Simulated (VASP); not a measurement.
# Ta (Fm-3m) in VASP: further runs

Runs on Ta. Level: PBE. Tasks: single point.

All numbers are computed with VASP 6.6.1; they aren't measurements. Logs are shortened: lines on timing, memory, paths and dates and some standing lists are left out, and cuts for length are marked.

### 1 The cell of the first run

It takes space group Fm-3m (No. 225, cubic). The conventional cell has a = 3.659 Å, b = 3.659 Å, c = 3.659 Å, α = 90.00°, β = 90.00°, γ = 90.00°. Ta (site symmetry m-3m) has 12 Ta at 2.59 Å within 3.4 Å.

This isn't the form of Ta at room conditions, which is bcc.

### 2 Single point, PBE (12.25 Å³/atom)

Contents of INCAR:

```
SYSTEM = Ta
PREC     = Accurate       ! precision mode
ENCUT    = 520            ! plane-wave cutoff, eV
EDIFF    = 1E-7           ! SCF threshold, eV
ISMEAR   = -1             ! smearing method
SIGMA    = 0.1            ! smearing width, eV
LREAL    = .FALSE.        ! projectors in reciprocal space
LASPH    = .TRUE.         ! aspherical terms in the spheres
NELM     = 80             ! most SCF steps
ALGO     = Normal         ! electronic algorithm
ISIF     = 2              ! what is computed and relaxed
LWAVE    = .FALSE.        ! write WAVECAR
LCHARG   = .TRUE.         ! write CHGCAR
GGA      = PE             ! functional
LELF     = .TRUE.         ! ELF
LVHAR    = .TRUE.       
NBANDS   = 12             ! bands
```

Contents of KPOINTS:

```
regular mesh
0
G
  16 16 16
  0 0 0
```

Contents of POSCAR:

```
Ta
1.0
    0.0000000000      1.8297452446      1.8297452446
    1.8297452446      0.0000000000      1.8297452446
    1.8297452446      1.8297452446      0.0000000000
Ta
1
Direct
    0.0000000000      0.0000000000      0.0000000000
```

Potentials or basis: VASP PAW PBE potentials, release 64 (Ta_pv).

On the command line:

```bash
$ cat potpaw_PBE.64/Ta_pv/POTCAR > POTCAR
$ mpirun -np 1 vasp_std > vasp.out
```

OUTCAR:

```text
SYSTEM = Ta
   PREC = Accurate
   ENCUT = 520
   EDIFF = 1E-7
   ISMEAR = -1
   LREAL = .FALSE.
   LASPH = .TRUE.
   NELM = 80
   ISIF = 2
   GGA = PE

 ion  position               nearest neighbor table
   1  0.000  0.000  0.000-

  LATTYP: Found a face centered cubic cell.
 ALAT       =     3.6594904892

  Lattice vectors:

 A1 = (   0.0000000000,   1.8297452446,   1.8297452446)
 A2 = (   1.8297452446,   0.0000000000,   1.8297452446)
 A3 = (   1.8297452446,   1.8297452446,   0.0000000000)

Analysis of symmetry for initial positions (statically):
=====================================================================
 Subroutine PRICEL returns:
 Original cell was already a primitive cell.

 Routine SETGRP: Setting up the symmetry group for a
 face centered cubic supercell.

 Subroutine GETGRP returns: Found 48 space group operations
 (whereof 48 operations were pure point group operations)
 out of a pool of 48 trial point group operations.

The static configuration has the point symmetry O_h .

Analysis of symmetry for dynamics (positions and initial velocities):
=====================================================================
 Subroutine PRICEL returns:
 Original cell was already a primitive cell.

 Routine SETGRP: Setting up the symmetry group for a
 face centered cubic supercell.

 Subroutine GETGRP returns: Found 48 space group operations
 (whereof 48 operations were pure point group operations)
 out of a pool of 48 trial point group operations.

The dynamic configuration has the point symmetry O_h .

 Subroutine INISYM returns: Found 48 space group operations
 (whereof 48 operations are pure point group operations),
 and found     1 'primitive' translations

----------------------------------------------------------------------------------------

                                     Primitive cell

  volume of cell :      12.2519

  direct lattice vectors                    reciprocal lattice vectors
     0.000000000  1.829745245  1.829745245    -0.273262085  0.273262085  0.273262085
     1.829745245  0.000000000  1.829745245     0.273262085 -0.273262085  0.273262085
     1.829745245  1.829745245  0.000000000     0.273262085  0.273262085 -0.273262085

  length of vectors
     2.587650541  2.587650541  2.587650541     0.473303814  0.473303814  0.473303814

  position of ions in fractional coordinates (direct lattice)
     0.000000000  0.000000000  0.000000000

  ion indices of the primitive-cell ions
   primitive index   ion index
                 1           1

----------------------------------------------------------------------------------------

 KPOINTS: regular mesh

Automatic generation of k-mesh.
 Grid dimensions read from file:
 generate k-points for:   16   16   16

 Generating k-lattice:

  Cartesian coordinates                     Fractional coordinates (reciprocal lattice)
    -0.017078880  0.017078880  0.017078880     0.062500000  0.000000000  0.000000000
     0.017078880 -0.017078880  0.017078880     0.000000000  0.062500000  0.000000000
     0.017078880  0.017078880 -0.017078880     0.000000000  0.000000000  0.062500000

  Length of vectors
     0.029581488  0.029581488  0.029581488

  Shift w.r.t. Gamma in fractional coordinates (k-lattice)
     0.000000000  0.000000000  0.000000000

 Subroutine IBZKPT returns following result:
 ===========================================

 Found    145 irreducible k-points:

 Following reciprocal coordinates:
            Coordinates               Weight
  0.000000  0.000000  0.000000      1.000000
  0.062500  0.000000  0.000000      8.000000
  0.125000  0.000000  0.000000      8.000000
  0.187500  0.000000  0.000000      8.000000
  0.250000  0.000000  0.000000      8.000000
  0.312500  0.000000  0.000000      8.000000
[... 16 lines left out ...]
 -0.125000  0.062500  0.000000     24.000000
 -0.062500  0.062500  0.000000     12.000000
 [... further k-points ...]
   k-points           NKPTS =    145   k-points in BZ     NKDIM =    145   number of bands    NBANDS=     12
   number of dos      NEDOS =    301   number of ions     NIONS =      1
   total plane-waves  NPLWV =   8000
   dimension x,y,z NGX =    20 NGY =   20 NGZ =   20
   dimension x,y,z NGXF=    40 NGYF=   40 NGZF=   40
   ions per type =               1
   NGX,Y,Z   is equivalent  to a cutoff of  12.85, 12.85, 12.85 a.u.
   NGXF,Y,Z  is equivalent  to a cutoff of  25.70, 25.70, 25.70 a.u.
 SYSTEM =  Ta
   PREC   = accura    normal or accurate (medium, high low for compatibility)
   ISTART =      0    job   : 0-new  1-cont  2-samecut
   ICHARG =      2    charge: 1-file 2-atom 10-const
   ISPIN  =      1    spin polarized calculation?
   LNONCOLLINEAR =      F non collinear calculations
   LSORBIT =      F    spin-orbit coupling
   LASPH  =      T    aspherical Exc in radial PAW
   ENCUT  =  520.0 eV  38.22 Ry    6.18 a.u.   4.81  4.81  4.81*2*pi/ulx,y,z
   NELM   =     80;   NELMIN=  2; NELMDL= -5     # of ELM steps
   EDIFF  = 0.1E-06   stopping-criterion for ELM
   LREAL  =      F    real-space projection
   EDIFFG = 0.1E-05   stopping-criterion for IOM
   NSW    =      0    number of steps for IOM
   IBRION =     -1    ionic relax: 0-MD 1-quasi-New 2-CG
   NFREE  =      0    steps in history (QN), initial steepest desc. (CG)
   ISIF   =      2    stress and relaxation
   ISYM   =      2    0-nonsym 1-usesym 2-fastsym
   POTIM  = 0.5000    time-step for ionic-motion
   TEBEG  =    0.0;   TEEND  =   0.0 temperature during run
   PSTRESS=    0.0 pullay stress
   NELECT =      11.0000    total number of electrons
   NUPDOWN=      -1.0000    fix difference up-down
   EMIN   =  10.00;   EMAX   =-10.00  energy-range for DOS
   EFERMI =   0.00;   METHOD = LEGACY
   ISMEAR =    -1;   SIGMA  =   0.10  broadening in eV -4-tet -1-fermi 0-gaus
   EFERMI_NEDOS =   21; number of points for ismear=-14 and -15
   IALGO  =     38    algorithm
   IMIX   =      4    mixing-type and parameters
     AMIX     =   0.40;   BMIX     =  1.00
     AMIX_MAG =   1.60;   BMIX_MAG =  1.00
  volume/ion in A,a.u.               =      12.25        82.68
  Fermi-wavevector in a.u.,A,eV,Ry     =   1.579326  2.984493 33.936609  2.494270
  Thomas-Fermi vector in A             =   2.679722
   LORBIT       =      0    0 simple, 1 ext, 2 COOP (PROOUT), +10 PAW based schemes
   GGA     = PE    functional components
   LHFCALC =     F    Hartree Fock is set to
   AEXX    =    0.0000 exact exchange contribution
   IVDW    =     0    specifies the selected vdW correction
   LEPSILON=     F    determine dielectric tensor
   LRPA    =     F    only Hartree local field effects (RPA)
 non-spin polarized calculation
  energy-cutoff  :      520.00
  volume of cell :       12.25
 maximum number of plane-waves:       343
   NGX =  9   NGY =  9   NGZ =  9

 number of electron      11.0000002 magnetization

 Free energy of the ion-electron system (eV)
  ---------------------------------------------------
  ext. energy  EPLUGINS =         0.00000000
  ---------------------------------------------------
  free energy    TOTEN  =        -8.95049534 eV

  energy without entropy =       -8.91860135  energy(sigma->0) =       -8.93454835

 E-fermi :   9.8172     XC(G=0): -14.7268

 val. band max:        9.8025732737   @ k =   0.0625   0.0625   0.0000
 cond. band min:       9.8281080493   @ k =   0.5000   0.1250   0.0625
 fundamental gap:      0.0255347755
 Fermi energy:         9.8171521183

 k-point     1 :       0.0000    0.0000    0.0000
  band No.  band energies     occupation
      1     -22.3756      2.00000
      2     -22.3756      2.00000
      3     -22.3756      2.00000
      4       0.0752      2.00000
      5       9.5681      1.84693
      6       9.5681      1.84693
      7       9.5681      1.84693
      8      14.7953      0.00000
      9      14.7953      0.00000
     10      23.2988      0.00000
     11      24.9393      0.00000
     12      30.5332      0.00000

 k-point     2 :       0.0625    0.0000    0.0000
  band No.  band energies     occupation
      1     -22.5502      2.00000
      2     -22.3945      2.00000
      3     -22.3945      2.00000
      4       0.3590      2.00000
      5       9.3432      1.98267
      6       9.6964      1.53985
      7       9.6964      1.53985
      8      14.6296      0.00000
      9      14.6296      0.00000
     10      23.8517      0.00000
     11      24.9388      0.00000
     12      29.3865      0.00000

 k-point     3 :       0.1250    0.0000    0.0000
  band No.  band energies     occupation
      1     -23.0285      2.00000
      2     -22.4477      2.00000
      3     -22.4477      2.00000
      4       1.1273      2.00000
      5       8.8388      1.99989
      6      10.0135      0.24628
      7      10.0135      0.24628
      8      14.2855      0.00000
      9      14.2855      0.00000
     10      24.9363      0.00000
     11      25.1672      0.00000
     12      27.8479      0.00000
[... 286 lines left out ...]
 k-point    23 :      -0.1250    0.0625    0.0000
  band No.  band energies     occupation
      1     -23.3017      2.00000
      2     -22.5997      2.00000
      3     -22.4380      2.00000
      4       1.6773      2.00000
      5       8.4436      2.00000
      6      10.2321      0.03104
      7      10.2821      0.01895
      8      13.4656      0.00000
      9      14.7885      0.00000
     10      24.9364      0.00000
     11      26.0005      0.00000
     12      27.6940      0.00000

 k-point    24 :      -0.0625    0.0625    0.0000
  band No.  band energies     occupation
      1     -22.7902      2.00000
      2     -22.4877      2.00000
      3     -22.3971      2.00000
      4       0.8083      2.00000
      5       8.9678      1.99959
      6       9.8647      0.76669
      7       9.9799      0.32824
      8      14.0602      0.00000
      9      14.7407      0.00000
     10      24.7037      0.00000
     11      24.9383      0.00000
     12      28.5950      0.00000

 [... further k-points ...]
[... 5 lines left out ...]
  --------------------------------------------------------------------------------------
  -------------------------------------------------------------------------------------
  Total       13.5797078     13.5797078     13.5797078     -0.0000000      0.0000000      0.0000000
  in kB     1775.8207694   1775.8207694   1775.8207694     -0.0000000      0.0000000      0.0000000
  external PRESSURE =    1775.8207694 kB  Pullay stress =       0.0000000 kB

 VOLUME and BASIS-vectors are now :
 -----------------------------------------------------------------------------
  energy-cutoff  :      520.00
  volume of cell :       12.25
      direct lattice vectors                 reciprocal lattice vectors
     0.000000000  1.829745245  1.829745245    -0.273262085  0.273262085  0.273262085
     1.829745245  0.000000000  1.829745245     0.273262085 -0.273262085  0.273262085
     1.829745245  1.829745245  0.000000000     0.273262085  0.273262085 -0.273262085

 POSITION                                       TOTAL-FORCE (eV/Angst)
 -----------------------------------------------------------------------------------
      0.00000      0.00000      0.00000        -0.000000     -0.000000     -0.000000
 -----------------------------------------------------------------------------------
    total drift:                                0.000000      0.000000      0.000000

  FREE ENERGIE OF THE ION-ELECTRON SYSTEM (eV)
  ---------------------------------------------------
  free  energy   TOTEN  =        -8.9504953398 eV

  energy  without entropy=       -8.9186013544  energy(sigma->0) =       -8.93454835
```

Run time: 15 s. Hardware: 1 thread of Intel Xeon Platinum 8559C (Emerald Rapids), shared host; peak memory 0.14 GiB.

What came out:

```yaml
Free_energy: -8.9505 eV
Pressure: 177.6 GPa
Band_gap_on_the_k_mesh: zero (an odd number of electrons rules out a gap without spin polarisation)
```

Caveat: the cell stands under pressure; spin-orbit coupling is left out, which moves the levels of the heavy elements.

### 3 Single point, PBE (12.25 Å³/atom)

Contents of INCAR:

```
PREC     = Accurate       # precision mode
ENCUT    = 520            # plane-wave cutoff, eV
EDIFF    = 1E-6           # SCF threshold, eV
ISMEAR   = -1             # smearing method
SIGMA    = 0.1            # smearing width, eV
LREAL    = F              # projectors in reciprocal space
LASPH    = T              # aspherical terms in the spheres
NELM     = 60             # most SCF steps
ALGO     = Normal         # electronic algorithm
ISIF     = 2              # what is computed and relaxed
LWAVE    = F              # write WAVECAR
LCHARG   = F              # write CHGCAR
GGA      = PE             # functional
NBANDS   = 12             # bands
```

Contents of KPOINTS:

```
regular mesh
0
Gamma
  16 16 16
```

POSCAR is that of step 2.

Potentials or basis: VASP PAW PBE potentials, release 64 (Ta_pv).

On the command line:

```bash
$ cat potpaw_PBE.64/Ta_pv/POTCAR > POTCAR
$ mpirun -np 1 vasp_std > vasp.out
```

It took 9.7 s on 1 thread of Intel Xeon Platinum 8559C (Emerald Rapids), shared host; peak memory 0.14 GiB.

Results (log left out):

| Item | Value |
| --- | --- |
| Free energy | -8.9505 eV |
| Pressure | 177.6 GPa |
| Band gap on the k mesh | zero (an odd number of electrons rules out a gap without spin polarisation) |

Levels at points of the mesh, in eV from the Fermi level:
```tsv
k point	band 2	band 3	band 4	band 5	band 6	band 7	band 8	band 9
(0.00, 0.00, 0.00)	-32.19	-32.19	-9.74	-0.25	-0.25	-0.25	4.98	4.98
(0.50, 0.00, 0.00)	-32.66	-32.66	-6.95	-0.73	-0.73	3.16	9.18	9.18
(0.50, 0.50, 0.00)	-33.52	-33.52	-7.74	-6.43	6.79	9.24	10.52	10.52
```

Caveat: the cell stands under pressure; spin-orbit coupling is left out, which moves the levels of the heavy elements.

### 4 Single point, PBE (14.14 Å³/atom)

This run uses another cell than the first one, of 14.14 Å³/atom.

Contents of INCAR:

```
SYSTEM = Ta
PREC = Accurate
ENCUT = 520
EDIFF = 1E-7
ISMEAR = -1
SIGMA = 0.1
LREAL = .False.
LASPH = .True.
NELM = 100
ALGO = Normal
ISIF = 2
LWAVE = .False.
LCHARG = .False.
GGA = PE
NBANDS = 12
```

Contents of KPOINTS:

```
regular mesh
0
Gamma
  16 16 16
  0 0 0
```

Contents of POSCAR:

```
Ta
1.0
    0.0000000000      1.9191397289      1.9191397289
    1.9191397289      0.0000000000      1.9191397289
    1.9191397289      1.9191397289      0.0000000000
Ta
1
Direct
    0.0000000000      0.0000000000      0.0000000000
```

On the command line:

```bash
$ cat potpaw_PBE.64/Ta_pv/POTCAR > POTCAR
$ mpirun -np 1 vasp_std > vasp.out
```

Wall time 12 s (1 thread of Intel Xeon Platinum 8559C (Emerald Rapids), shared host); peak memory 0.14 GiB.

The run converged. Its results:

```
Free energy            : -10.4973 eV
Pressure               : 92.9 GPa
Band gap on the k mesh : zero (an odd number of electrons rules out a gap without spin polarisation)
```

Levels at points of the mesh, in eV from the Fermi level:
| k point | band 2 | band 3 | band 4 | band 5 | band 6 | band 7 | band 8 | band 9 |
| --- | --- | --- | --- | --- | --- | --- | --- | --- |
| (0.00, 0.00, 0.00) | -32.64 | -32.64 | -9.30 | 0.12 | 0.12 | 0.12 | 4.48 | 4.48 |
| (0.50, 0.00, 0.00) | -32.96 | -32.96 | -6.05 | -0.27 | -0.27 | 2.04 | 7.96 | 7.96 |
| (0.50, 0.50, 0.00) | -33.53 | -33.53 | -6.40 | -5.17 | 5.08 | 7.98 | 9.03 | 9.03 |

Caveat: the cell stands under pressure; spin-orbit coupling is left out, which moves the levels of the heavy elements.
